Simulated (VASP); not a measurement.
HfGa2Ag, 4 atoms in the cell. Symmetry: P-4m2, No. 115, tetragonal system. The conventional cell has a = 4.360 Å, b = 4.360 Å, c = 4.256 Å, α = 90.00°, β = 90.00°, γ = 90.00°. Within 3.8 Å of Hf (site symmetry -4m2) lie 8 Ga at 2.89 to 3.21 Å and 4 Ag at 3.08 Å. Ga (site symmetry 2mm) has 4 Hf at 2.89 to 3.21 Å and 4 Ag at 2.89 to 3.21 Å and 4 Ga at 3.12 Å within 3.8 Å. Within 3.8 Å of Ag (site symmetry -4m2) lie 8 Ga at 2.89 to 3.21 Å and 4 Hf at 3.08 Å.  This cell differs from its parent crystal: strained and its atoms moved.

| Quantity | Value |
| --- | --- |
| Program | VASP 6.6.1 |
| Task | single point |
| Functional | PBEsol |
| Potentials or basis | VASP PAW PBE potentials, release 64 (Hf_pv, Ga_d, Ag) |
| Cutoff | 520 eV |
| k mesh | 10 × 10 × 10 |
| Occupations | gaussian, width 0.1 eV |
| Spin | no spin polarisation |
| Dipole correction | no |
| Further INCAR settings | ALGO = Fast; EDIFF = 1e-06; NBANDS = 32 |

Potentials or basis: VASP PAW PBE potentials, release 64 (Hf_pv, Ga_d, Ag).

The run is started by

```bash
$ cat potpaw_PBE.64/Hf_pv/POTCAR potpaw_PBE.64/Ga_d/POTCAR potpaw_PBE.64/Ag/POTCAR > POTCAR
$ mpirun -np 1 vasp_std > vasp.out
```

Hardware: 1 thread of Intel(R) Xeon(R) Platinum 8488C (Sapphire Rapids), on a shared host.

Question: How long does it take, and how much memory?

Answer: It took 4.8 min on 1 thread of Intel(R) Xeon(R) Platinum 8488C (Sapphire Rapids), with other jobs on the host, peak memory 0.42 GiB. Counts: scf iterations 16, k points 126.
